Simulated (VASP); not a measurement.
Au, 1 atom in the cell. The structure is cubic, space group Pm-3m (No. 221). The conventional cell has a = 2.694 Å, b = 2.694 Å, c = 2.694 Å, α = 90.00°, β = 90.00°, γ = 90.00°. Au (site symmetry m-3m) has 6 Au at 2.69 Å within 3.6 Å. 

```yaml
Program: VASP 6.6.1
Task: single point
Functional: PBEsol
Potentials_or_basis: VASP PAW PBE potentials, release 64 (Au)
Cutoff: 520 eV
k_mesh: 14 × 14 × 14
Occupations: fermi-dirac, width 0.08 eV
Spin: no spin polarisation
Dipole_correction: no
Further_INCAR_settings: ALGO = Normal; EDIFF = 1e-06; NBANDS = 12
```

Potentials or basis: VASP PAW PBE potentials, release 64 (Au).

Run with:

```console
$ cat potpaw_PBE.64/Au/POTCAR > POTCAR
$ mpirun -np 1 vasp_std > vasp.out
```

Hardware: 1 thread of AMD EPYC 7R13, on a shared host.

Question: How long does it take, and how much memory?

Answer: Run time: 18 s on 1 thread of AMD EPYC 7R13, on a shared host, peak memory 0.11 GiB. Counts: scf iterations 11, k points 120.
